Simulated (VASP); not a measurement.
# RbCl (Fm-3m) in VASP: a series of runs

Runs on RbCl. Level: LDA. Tasks: single point.

Program: VASP 6.6.1. These are calculated values, not measurements. Logs are shortened: lines on timing, memory, paths and dates and some standing lists are left out, and cuts for length are marked.

## (1) The cell of the first run

The structure is cubic, space group Fm-3m (No. 225). The conventional cell has a = 6.414 Å, b = 6.414 Å, c = 6.414 Å, α = 90.00°, β = 90.00°, γ = 90.00°. Rb (site symmetry m-3m) has 6 Cl at 3.21 Å within 4.2 Å. Within 4.2 Å of Cl (site symmetry m-3m) lie 6 Rb at 3.21 Å.

## (2) Single point, LDA

Contents of INCAR:

```
SYSTEM = RbCl
ALGO     = Normal         ! electronic algorithm
EDIFF    = 1E-6           ! SCF threshold, eV
ENCUT    = 500            ! plane-wave cutoff, eV
GGA_COMPAT= .FALSE.      
ISIF     = 2              ! what is computed and relaxed
ISMEAR   = 0              ! smearing method
LASPH    = .TRUE.         ! aspherical terms in the spheres
LCHARG   = .TRUE.         ! write CHGCAR
LELF     = .TRUE.         ! ELF
LREAL    = .FALSE.        ! projectors in reciprocal space
LVHAR    = .TRUE.       
LWAVE    = .FALSE.        ! write WAVECAR
NBANDS   = 15             ! bands
NELM     = 120            ! most SCF steps
PREC     = Accurate       ! precision mode
SIGMA    = 0.01           ! smearing width, eV
```

Contents of KPOINTS:

```
k-points
0
G
  6 6 6
  0 0 0
```

Contents of POSCAR:

```
RbCl
1.0
    0.0000000000      3.2071649199      3.2071649199
    3.2071649199      0.0000000000      3.2071649199
    3.2071649199      3.2071649199      0.0000000000
Rb Cl
1 1
Direct
    0.0000000000      0.0000000000      0.0000000000
    0.5000000000      0.5000000000      0.5000000000
```

Potentials or basis: VASP PAW LDA potentials, release 64 (Rb_sv, Cl).

Run with:

```console
cat potpaw_LDA.64/Rb_sv/POTCAR potpaw_LDA.64/Cl/POTCAR > POTCAR
mpirun -np 1 vasp_std > vasp.out
```

OUTCAR:

```text
SYSTEM = RbCl
   EDIFF = 1E-6
   ENCUT = 500
   ISIF = 2
   ISMEAR = 0
   LASPH = .TRUE.
   LREAL = .FALSE.
   NELM = 120
   PREC = Accurate

 ion  position               nearest neighbor table
   1  0.000  0.000  0.000-   2 3.21   2 3.21   2 3.21   2 3.21   2 3.21   2 3.21
   2  0.500  0.500  0.500-   1 3.21   1 3.21   1 3.21   1 3.21   1 3.21   1 3.21

  LATTYP: Found a face centered cubic cell.
 ALAT       =     6.4143298398

  Lattice vectors:

 A1 = (   0.0000000000,   3.2071649199,   3.2071649199)
 A2 = (   3.2071649199,   0.0000000000,   3.2071649199)
 A3 = (   3.2071649199,   3.2071649199,   0.0000000000)

Analysis of symmetry for initial positions (statically):
=====================================================================
 Subroutine PRICEL returns:
 Original cell was already a primitive cell.

 Routine SETGRP: Setting up the symmetry group for a
 face centered cubic supercell.

 Subroutine GETGRP returns: Found 48 space group operations
 (whereof 48 operations were pure point group operations)
 out of a pool of 48 trial point group operations.

The static configuration has the point symmetry O_h .

Analysis of symmetry for dynamics (positions and initial velocities):
=====================================================================
 Subroutine PRICEL returns:
 Original cell was already a primitive cell.

 Routine SETGRP: Setting up the symmetry group for a
 face centered cubic supercell.

 Subroutine GETGRP returns: Found 48 space group operations
 (whereof 48 operations were pure point group operations)
 out of a pool of 48 trial point group operations.

The dynamic configuration has the point symmetry O_h .

 Subroutine INISYM returns: Found 48 space group operations
 (whereof 48 operations are pure point group operations),
 and found     1 'primitive' translations

----------------------------------------------------------------------------------------

                                     Primitive cell

  volume of cell :      65.9772

  direct lattice vectors                    reciprocal lattice vectors
     0.000000000  3.207164920  3.207164920    -0.155900932  0.155900932  0.155900932
     3.207164920  0.000000000  3.207164920     0.155900932 -0.155900932  0.155900932
     3.207164920  3.207164920  0.000000000     0.155900932  0.155900932 -0.155900932

  length of vectors
     4.535616126  4.535616126  4.535616126     0.270028335  0.270028335  0.270028335

  position of ions in fractional coordinates (direct lattice)
     0.000000000  0.000000000  0.000000000
     0.500000000  0.500000000  0.500000000

  ion indices of the primitive-cell ions
   primitive index   ion index
                 1           1
                 2           2

----------------------------------------------------------------------------------------

 KPOINTS: k-points

Automatic generation of k-mesh.
 Grid dimensions read from file:
 generate k-points for:    6    6    6

 Generating k-lattice:

  Cartesian coordinates                     Fractional coordinates (reciprocal lattice)
    -0.025983489  0.025983489  0.025983489     0.166666667  0.000000000  0.000000000
     0.025983489 -0.025983489  0.025983489     0.000000000  0.166666667  0.000000000
     0.025983489  0.025983489 -0.025983489     0.000000000  0.000000000  0.166666667

  Length of vectors
     0.045004723  0.045004723  0.045004723

  Shift w.r.t. Gamma in fractional coordinates (k-lattice)
     0.000000000  0.000000000  0.000000000

 Subroutine IBZKPT returns following result:
 ===========================================

 Found     16 irreducible k-points:

 Following reciprocal coordinates:
            Coordinates               Weight
  0.000000  0.000000  0.000000      1.000000
  0.166667  0.000000  0.000000      8.000000
  0.333333  0.000000  0.000000      8.000000
  0.500000  0.000000  0.000000      4.000000
  0.166667  0.166667  0.000000      6.000000
  0.333333  0.166667  0.000000     24.000000
[... 8 lines left out ...]
 -0.333333  0.333333  0.166667     24.000000
 -0.333333  0.500000  0.166667     12.000000
   k-points           NKPTS =     16   k-points in BZ     NKDIM =     16   number of bands    NBANDS=     15
   number of dos      NEDOS =    301   number of ions     NIONS =      2
   total plane-waves  NPLWV =  46656
   dimension x,y,z NGX =    36 NGY =   36 NGZ =   36
   dimension x,y,z NGXF=    72 NGYF=   72 NGZF=   72
   ions per type =               1   1
   NGX,Y,Z   is equivalent  to a cutoff of  13.20, 13.20, 13.20 a.u.
   NGXF,Y,Z  is equivalent  to a cutoff of  26.39, 26.39, 26.39 a.u.
 SYSTEM =  RbCl
   PREC   = accura    normal or accurate (medium, high low for compatibility)
   ISTART =      0    job   : 0-new  1-cont  2-samecut
   ICHARG =      2    charge: 1-file 2-atom 10-const
   ISPIN  =      1    spin polarized calculation?
   LNONCOLLINEAR =      F non collinear calculations
   LSORBIT =      F    spin-orbit coupling
   LASPH  =      T    aspherical Exc in radial PAW
   ENCUT  =  500.0 eV  36.75 Ry    6.06 a.u.   8.27  8.27  8.27*2*pi/ulx,y,z
   NELM   =    120;   NELMIN=  2; NELMDL= -5     # of ELM steps
   EDIFF  = 0.1E-05   stopping-criterion for ELM
   LREAL  =      F    real-space projection
   EDIFFG = 0.1E-04   stopping-criterion for IOM
   NSW    =      0    number of steps for IOM
   IBRION =     -1    ionic relax: 0-MD 1-quasi-New 2-CG
   NFREE  =      0    steps in history (QN), initial steepest desc. (CG)
   ISIF   =      2    stress and relaxation
   ISYM   =      2    0-nonsym 1-usesym 2-fastsym
   POTIM  = 0.5000    time-step for ionic-motion
   TEBEG  =    0.0;   TEEND  =   0.0 temperature during run
   PSTRESS=    0.0 pullay stress
   NELECT =      16.0000    total number of electrons
   NUPDOWN=      -1.0000    fix difference up-down
   EMIN   =  10.00;   EMAX   =-10.00  energy-range for DOS
   EFERMI =   0.00;   METHOD = LEGACY
   ISMEAR =     0;   SIGMA  =   0.01  broadening in eV -4-tet -1-fermi 0-gaus
   EFERMI_NEDOS =   21; number of points for ismear=-14 and -15
   IALGO  =     38    algorithm
   IMIX   =      4    mixing-type and parameters
     AMIX     =   0.40;   BMIX     =  1.00
     AMIX_MAG =   1.60;   BMIX_MAG =  1.00
  volume/ion in A,a.u.               =      32.99       222.62
  Fermi-wavevector in a.u.,A,eV,Ry     =   1.020901  1.929223 14.180514  1.042238
  Thomas-Fermi vector in A             =   2.154496
   LORBIT       =      0    0 simple, 1 ext, 2 COOP (PROOUT), +10 PAW based schemes
   GGA     = CA    functional components
   LHFCALC =     F    Hartree Fock is set to
   AEXX    =    0.0000 exact exchange contribution
   IVDW    =     0    specifies the selected vdW correction
   LEPSILON=     F    determine dielectric tensor
   LRPA    =     F    only Hartree local field effects (RPA)
 non-spin polarized calculation
 Gauss-broadening in eV      SIGMA  =   0.01
  energy-cutoff  :      500.00
  volume of cell :       65.98
 maximum number of plane-waves:      1694
 NGX is ok and might be reduce to    36
   NGX = 17   NGY = 17   NGZ = 17

 number of electron      15.9999999 magnetization

 Free energy of the ion-electron system (eV)
  ---------------------------------------------------
  ext. energy  EPLUGINS =         0.00000000
  ---------------------------------------------------
  free energy    TOTEN  =        -7.26666928 eV

  energy without entropy =       -7.26666928  energy(sigma->0) =       -7.26666928

 E-fermi :  -1.7489     XC(G=0):  -8.2194

 val. band max:       -1.8343202880   @ k =   0.0000   0.0000   0.0000
 cond. band min:       2.9635816741   @ k =   0.0000   0.0000   0.0000
 fundamental gap:      4.7979019622
 Fermi energy:        -1.7489129739

 k-point     1 :       0.0000    0.0000    0.0000
  band No.  band energies     occupation
      1     -25.4505      2.00000
      2     -13.8124      2.00000
      3      -9.5643      2.00000
      4      -9.5643      2.00000
      5      -9.5643      2.00000
      6      -1.8343      2.00000
      7      -1.8343      2.00000
      8      -1.8343      2.00000
      9       2.9636      0.00000
     10       5.9083      0.00000
     11       5.9083      0.00000
     12       5.9083      0.00000
     13       7.0106      0.00000
     14       7.0106      0.00000
     15       9.9671      0.00000

 k-point     2 :       0.1667    0.0000    0.0000
  band No.  band energies     occupation
      1     -25.4441      2.00000
      2     -13.8373      2.00000
      3      -9.5682      2.00000
      4      -9.5682      2.00000
      5      -9.5517      2.00000
      6      -2.1578      2.00000
      7      -1.9513      2.00000
      8      -1.9513      2.00000
      9       3.6578      0.00000
     10       5.7159      0.00000
     11       6.2866      0.00000
     12       6.2866      0.00000
     13       7.4791      0.00000
     14       7.4791      0.00000
     15      11.1508      0.00000

 k-point     3 :       0.3333    0.0000    0.0000
  band No.  band energies     occupation
      1     -25.4314      2.00000
      2     -13.8865      2.00000
      3      -9.5757      2.00000
      4      -9.5757      2.00000
      5      -9.5272      2.00000
      6      -2.6763      2.00000
      7      -2.1692      2.00000
      8      -2.1692      2.00000
      9       5.0653      0.00000
     10       5.7643      0.00000
     11       7.3386      0.00000
     12       7.3386      0.00000
     13       8.6460      0.00000
     14       8.6460      0.00000
     15      11.2797      0.00000

 k-point     4 :       0.5000    0.0000    0.0000
  band No.  band energies     occupation
      1     -25.4250      2.00000
      2     -13.9108      2.00000
      3      -9.5793      2.00000
      4      -9.5793      2.00000
      5      -9.5152      2.00000
      6      -2.8964      2.00000
      7      -2.2713      2.00000
      8      -2.2713      2.00000
      9       5.7610      0.00000
     10       6.0682      0.00000
     11       8.3514      0.00000
     12       8.3514      0.00000
     13       9.5154      0.00000
     14       9.5154      0.00000
     15      10.5374      0.00000
[... 163 lines left out ...]
 k-point    14 :       0.5000    0.3333    0.1667
  band No.  band energies     occupation
      1     -25.4236      2.00000
      2     -13.8377      2.00000
      3      -9.7255      2.00000
      4      -9.6871      2.00000
      5      -9.5666      2.00000
      6      -2.5245      2.00000
      7      -2.1861      2.00000
      8      -2.0041      2.00000
      9       5.0006      0.00000
     10       5.6396      0.00000
     11       7.7795      0.00000
     12       8.4068      0.00000
     13       8.7663      0.00000
     14       9.0881      0.00000
     15      10.1437      0.00000

 k-point    15 :      -0.3333    0.3333    0.1667
  band No.  band energies     occupation
      1     -25.4195      2.00000
      2     -13.8298      2.00000
      3      -9.7658      2.00000
      4      -9.7537      2.00000
      5      -9.5442      2.00000
      6      -2.4964      2.00000
      7      -2.1496      2.00000
      8      -2.1291      2.00000
      9       5.6414      0.00000
     10       5.7255      0.00000
     11       7.7928      0.00000
     12       7.8486      0.00000
     13       9.2940      0.00000
     14      10.0410      0.00000
     15      10.3637      0.00000

 k-point    16 :      -0.3333    0.5000    0.1667
  band No.  band energies     occupation
      1     -25.4178      2.00000
      2     -13.7898      2.00000
      3      -9.8811      2.00000
      4      -9.7672      2.00000
      5      -9.5838      2.00000
      6      -2.2767      2.00000
      7      -2.1285      2.00000
      8      -2.0193      2.00000
      9       4.7238      0.00000
     10       6.5804      0.00000
     11       7.0262      0.00000
     12       8.1087      0.00000
     13       9.1498      0.00000
     14      10.1537      0.00000
     15      10.6372      0.00000

------------------------ aborting loop because EDIFF is reached ----------------------------------------

  FORCE on cell =-STRESS in cart. coord.  units (eV):
  Direction    XX          YY          ZZ          XY          YZ          ZX
  --------------------------------------------------------------------------------------
  -------------------------------------------------------------------------------------
  Total       -0.1347132     -0.1347132     -0.1347132     -0.0000000      0.0000000     -0.0000000
  in kB       -3.2713478     -3.2713478     -3.2713478     -0.0000000      0.0000000     -0.0000000
  external PRESSURE =      -3.2713478 kB  Pullay stress =       0.0000000 kB

 VOLUME and BASIS-vectors are now :
 -----------------------------------------------------------------------------
  energy-cutoff  :      500.00
  volume of cell :       65.98
      direct lattice vectors                 reciprocal lattice vectors
     0.000000000  3.207164920  3.207164920    -0.155900932  0.155900932  0.155900932
     3.207164920  0.000000000  3.207164920     0.155900932 -0.155900932  0.155900932
     3.207164920  3.207164920  0.000000000     0.155900932  0.155900932 -0.155900932

 POSITION                                       TOTAL-FORCE (eV/Angst)
 -----------------------------------------------------------------------------------
      0.00000      0.00000      0.00000        -0.000000     -0.000000      0.000000
      3.20716      3.20716      3.20716         0.000000      0.000000     -0.000000
 -----------------------------------------------------------------------------------
    total drift:                                0.000000      0.000000      0.000000

  FREE ENERGIE OF THE ION-ELECTRON SYSTEM (eV)
  ---------------------------------------------------
  free  energy   TOTEN  =        -7.2666692756 eV

  energy  without entropy=       -7.2666692756  energy(sigma->0) =       -7.26666928
```

Wall time 15 s (1 thread of Intel Xeon Platinum 8488C (Sapphire Rapids), shared host); peak memory 0.17 GiB.

Results:

| Property | Result |
| --- | --- |
| Free energy | -7.2667 eV |
| Pressure | -0.3 GPa |
| Band gap on the k mesh | 4.80 eV, direct |

## (3) Single point, LDA

This run uses another cell than the first one, of 34.04 Å³/atom, 1.032 times its volume.

Contents of INCAR:

```
ALGO = Normal ; EDIFF = 1E-6
ENCUT = 500 ; GGA = CA
GGA_COMPAT = F ; ISIF = 2
ISMEAR = 0 ; LASPH = T
LCHARG = F ; LREAL = F
LWAVE = F ; NBANDS = 15
NELM = 120 ; PREC = Accurate
SIGMA = 0.01
```

Contents of KPOINTS:

```
k-points
0
Gamma
  6 6 6
```

Contents of POSCAR:

```
RbCl
1.0
    0.0000000000      3.2409270317      3.2409270317
    3.2409270317      0.0000000000      3.2409270317
    3.2409270317      3.2409270317      0.0000000000
Rb Cl
1 1
Direct
    0.0000000000      0.0000000000      0.0000000000
    0.5000000000      0.5000000000      0.5000000000
```

Potentials or basis: VASP PAW LDA potentials, release 64 (Rb_sv, Cl).

Run with:

```console
cat potpaw_LDA.64/Rb_sv/POTCAR potpaw_LDA.64/Cl/POTCAR > POTCAR
mpirun -np 1 vasp_std > vasp.out
```

It took 14 s on 1 thread of Intel Xeon Platinum 8488C (Sapphire Rapids), shared host; peak memory 0.17 GiB.

The run converged. Its results:

| Item | Value |
| --- | --- |
| Free energy | -7.2589 eV |
| Pressure | -0.9 GPa |
| Band gap on the k mesh | 4.70 eV, direct |

Levels at points of the mesh, in eV from the valence-band top:
| k point | band 5 | band 6 | band 7 | band 8 | band 9 | band 10 | band 11 | band 12 |
| --- | --- | --- | --- | --- | --- | --- | --- | --- |
| (0.00, 0.00, 0.00) | -7.80 | 0.00 | 0.00 | 0.00 | 4.70 | 7.73 | 7.73 | 7.73 |
| (0.50, 0.00, 0.00) | -7.76 | -1.01 | -0.40 | -0.40 | 7.49 | 7.79 | 10.07 | 10.07 |
| (0.50, 0.50, 0.00) | -7.93 | -0.33 | -0.10 | -0.10 | 5.81 | 7.92 | 9.53 | 10.01 |

LDA gaps usually lie below the measured ones, often by a third to a half.

## (4) Single point, LDA

This run uses another cell than the first one, of 35.09 Å³/atom, 1.064 times its volume.

Contents of INCAR:

```
ALGO     = Normal         # electronic algorithm
EDIFF    = 1E-6           # SCF threshold, eV
ENCUT    = 500            # plane-wave cutoff, eV
GGA      = CA             # functional
GGA_COMPAT= F            
ISIF     = 2              # what is computed and relaxed
ISMEAR   = 0              # smearing method
LASPH    = T              # aspherical terms in the spheres
LCHARG   = F              # write CHGCAR
LREAL    = F              # projectors in reciprocal space
LWAVE    = F              # write WAVECAR
NBANDS   = 15             # bands
NELM     = 120            # most SCF steps
PREC     = Accurate       # precision mode
SIGMA    = 0.01           # smearing width, eV
```

KPOINTS is that of step 3.

Contents of POSCAR:

```
RbCl
1.0
    0.0000000000      3.2740000000      3.2740000000
    3.2740000000      0.0000000000      3.2740000000
    3.2740000000      3.2740000000      0.0000000000
Rb Cl
1 1
Direct
    0.0000000000      0.0000000000      0.0000000000
    0.5000000000      0.5000000000      0.5000000000
```

Run with:

```console
cat potpaw_LDA.64/Rb_sv/POTCAR potpaw_LDA.64/Cl/POTCAR > POTCAR
mpirun -np 1 vasp_std > vasp.out
```

Wall time 16 s (1 thread of Intel Xeon Platinum 8488C (Sapphire Rapids), shared host); peak memory 0.17 GiB.

Results (log left out):

```
Free energy            : -7.2441 eV
Pressure               : -1.4 GPa
Band gap on the k mesh : 4.60 eV, direct
```

Levels at points of the mesh, in eV from the valence-band top:
| k point | band 4 | band 5 | band 6 | band 7 | band 8 | band 9 | band 10 | band 11 | band 12 | band 13 |
| --- | --- | --- | --- | --- | --- | --- | --- | --- | --- | --- |
| (0.00, 0.00, 0.00) | -7.86 | -7.86 | 0.00 | 0.00 | 0.00 | 4.60 | 7.72 | 7.72 | 7.72 | 8.77 |
| (0.50, 0.00, 0.00) | -7.88 | -7.83 | -0.96 | -0.37 | -0.37 | 7.39 | 7.68 | 9.97 | 9.97 | 11.13 |
| (0.50, 0.50, 0.00) | -7.98 | -7.98 | -0.34 | -0.11 | -0.11 | 5.84 | 7.78 | 9.36 | 9.94 | 10.25 |

As with any semilocal functional, this LDA gap is likely too small.

## (5) The runs side by side

```tsv
cell	gap on the mesh (eV)	pressure (GPa)
a = 4.536 Å, angles 60.0°, 2 atoms	4.80	-0.3
a = 4.583 Å, angles 60.0°, 2 atoms	4.70	-0.9
a = 4.630 Å, angles 60.0°, 2 atoms	4.60	-1.4
```

Alike in all rows: task single point; level LDA; potentials or basis VASP PAW LDA potentials, release 64 (Rb_sv, Cl); no spin polarisation; k mesh 6 × 6 × 6; cutoff (eV) 500; smearing gaussian 0.01 eV.

Total energies depend on the potentials used, so only differences within one code and one set of settings carry meaning.
